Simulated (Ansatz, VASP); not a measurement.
Two plane-wave programs on V

Contents of INCAR:

```
PREC = Accurate
ENCUT = 520
EDIFF = 1E-6
ISMEAR = 0
SIGMA = 0.1
LREAL = False
LASPH = True
NELM = 60
ALGO = Fast
ISIF = 2
LWAVE = False
LCHARG = False
GGA = PS
NBANDS = 20
```

Contents of KPOINTS:

```
Automatic mesh
0
Gamma
  14 14 14
```

POSCAR

```
V
1.0
    2.9588544379      0.0000000000      0.0000000000
    0.0000000000      2.9588544379      0.0000000000
    0.0000000000      0.0000000000      3.0180315266
V
2
Direct
    0.0000000000      0.0000000000      0.0000000000
    0.5000000000      0.5000000000      0.5000000000
```

Input for Ansatz:

```yaml
crystal:
  lattice:
    - [2.9588544379, 0.0, 0.0]
    - [0.0, 2.9588544379, 0.0]
    - [0.0, 0.0, 3.0180315266]
  atoms:
    - { symbol: V, position: [0.0, 0.0, 0.0] }
    - { symbol: V, position: [0.5, 0.5, 0.5] }
basis:
  ecutwfc: 420
kpoints:
  mp_grid: { grid: [14, 14, 14] }
hamiltonian:
  xc: pbesol
scf:
  occupations: { method: gaussian, width: 0.1 }
output:
  forces: true
  stress: true
  eigenvalues: true
```

Change from the starting cell: strain along c alone, the other axes held, atoms relaxed: +2.0 %.

Alike in both runs: task single point; functional PBEsol; k mesh 14 × 14 × 14; occupations gaussian, width 0.1 eV; no spin polarisation.

```csv
,VASP,Ansatz
version,VASP 6.6.1,Ansatz 0.2.0
potentials or method,"VASP PAW PBE potentials, release 64 (V_sv), cutoff 520 eV","scalar-relativistic, plane waves, PAW"
valence electrons in the cell,26,26
```

|  | VASP | Ansatz | Ansatz less VASP |
| --- | --- | --- | --- |
| gap on the k mesh at the Fermi level (eV) | none | none | - |
| pressure (GPa) | -3.5 | -3.8 | -0.32 |
| traceless stress, the component that is largest in VASP (GPa) | -2.03 | -2.02 | +0.006 |

VASP's potentials were made for PBE, not for PBEsol. A gap of «none» marks a metal or a gap that the smearing closes.
